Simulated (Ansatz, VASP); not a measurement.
Given: the input of a run of VASP 6.6.1 on CoO.

File INCAR:

```
SYSTEM = CoO
ALGO = Normal
EDIFF = 1E-6
ENCUT = 600
GGA = PE
GGA_COMPAT = .FALSE.
ISIF = 2
ISMEAR = -1
ISPIN = 2
LASPH = .TRUE.
LCHARG = .TRUE.
LELF = .TRUE.
LMAXMIX = 4
LORBIT = 11
LREAL = .FALSE.
LVHAR = .TRUE.
LWAVE = .FALSE.
MAGMOM = 2 0
NBANDS = 18
NELM = 200
PREC = Accurate
SIGMA = 0.05
```

File KPOINTS:

```
k-points
0
G
  9 9 9
  0 0 0
```

POSCAR

```
CoO
1.0
   -1.4929200000      1.4929200000      2.1072475377
    1.4929200000     -1.4929200000      2.1072475377
    1.5230800000      1.5230800000     -2.1072475377
Co O
1 1
Direct
    0.0000000000      0.0000000000      0.0000000000
    0.5000000000      0.5000000000      0.0000000000
```

Potentials or basis: VASP PAW PBE potentials, release 64 (Co, O).

Launch:

```console
$ cat potpaw_PBE.64/Co/POTCAR potpaw_PBE.64/O/POTCAR > POTCAR
$ mpirun -np 1 vasp_std > vasp.out
```

Q: Set up the same calculation for Ansatz 0.2.0. Potentials there: all-electron LAPW, scalar-relativistic.

A: As run (the cutoff follows the program's own potentials):

File input.yaml:

```yaml
crystal:
  lattice:
    - [-1.49292, 1.49292, 2.1072475377]
    - [1.49292, -1.49292, 2.1072475377]
    - [1.52308, 1.52308, -2.1072475377]
  atoms:
    - { symbol: Co, position: [0.0, 0.0, 0.0], spin: 2.0 }
    - { symbol: O, position: [0.5, 0.5, 0.0] }
kpoints:
  mp_grid: { grid: [9, 9, 9] }
scf:
  occupations: { method: fermi_dirac, width: 0.05 }
hamiltonian:
  xc: pbe
  pseudopotentials: { kind: all_electron, lapw: { basis_error: 0.001 } }
magnetization:
  spin_polarized: true
output:
  forces: true
  stress: true
  eigenvalues: true
```

Potentials or basis: all-electron LAPW, scalar-relativistic.

Command:

```sh
$ ansatz run input.yaml --threads 2 --pin off --max-ram 6144MiB --backend cpu --events-out ev --progress --plain --runs-dir out
```

Both were run:

|  | VASP | Ansatz | Ansatz less VASP |
| --- | --- | --- | --- |
| gap on the k mesh at the Fermi level (eV) | none | none | - |
| pressure (GPa) | -1.3 | -0.3 | +1.02 |
| traceless stress, the component that is largest in VASP (GPa) | -0.17 | 0.05 | +0.213 |
| net moment per atom (μB) | 1.42 | 1.44 | +0.016 |
| size of the moment on the site where the two differ most (μB) | 2.52 | 2.55 | +0.035 |

Site moments also hang on the region over which each program counts them. A gap of «none» marks a metal or a gap that the smearing closes. Ansatz ran all-electron here, and VASP with PAW potentials.

Noted on Ansatz's run: the k mesh is thin for a metal, which can move the energy by tens of meV per atom.
